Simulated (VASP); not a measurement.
Runs of VASP 6.6.1 on Na2S. Symmetry: Fm-3m, No. 225, cubic system. Conventional cell: a = 6.511 Å, b = 6.511 Å, c = 6.511 Å, α = 90.00°, β = 90.00°, γ = 90.00°. Within 3.7 Å of S (site symmetry m-3m) lie 8 Na at 2.82 Å. Na (site symmetry -43m) has 4 S at 2.82 Å and 6 Na at 3.26 Å within 3.7 Å. 

| level | k mesh | cutoff (eV) | smearing | grid for exact exchange (PRECFOCK) | share of exact exchange | screening parameter | gap on the mesh (eV) | pressure (GPa) |
| --- | --- | --- | --- | --- | --- | --- | --- | --- |
| HSE06 | 4 × 4 × 4 | 400 | gaussian 0.01 eV | Normal | 0.25 | 0.2079 1/Å | 3.52 | 0.0 |
| HSE06 | 4 × 4 × 4 | 400 | methfessel-paxton 0.05 eV | Normal | 0.25 | 0.2079 1/Å | 3.52 | 0.0 |
| PBE-based screened hybrid with 75 % exact exchange | 4 × 4 × 4 | 400 | gaussian 0.01 eV | Normal | 0.75 | 0.1 1/Å | 6.66 | (a) |
| PBE-based screened hybrid with 100 % exact exchange | 4 × 4 × 4 | 400 | gaussian 0.01 eV | Normal | 1 | 0.1 1/Å | (b) | -1.8 |
| PBEsol | 6 × 6 × 6 | 500 | gaussian 0.01 eV | - | - | - | 2.41 | -0.1 |

Alike in all rows: task single point; potentials or basis VASP PAW PBE potentials, release 64 (S, Na_pv); no spin polarisation; cell as given.

Task: Fill in the values left out.

Result: (a) -1.2; (b) 8.12.

Caveats: the structure was generated, so it needn't be the stable form of Na2S; the PAW data sets were made with another functional, which shifts forces and pressure a little.

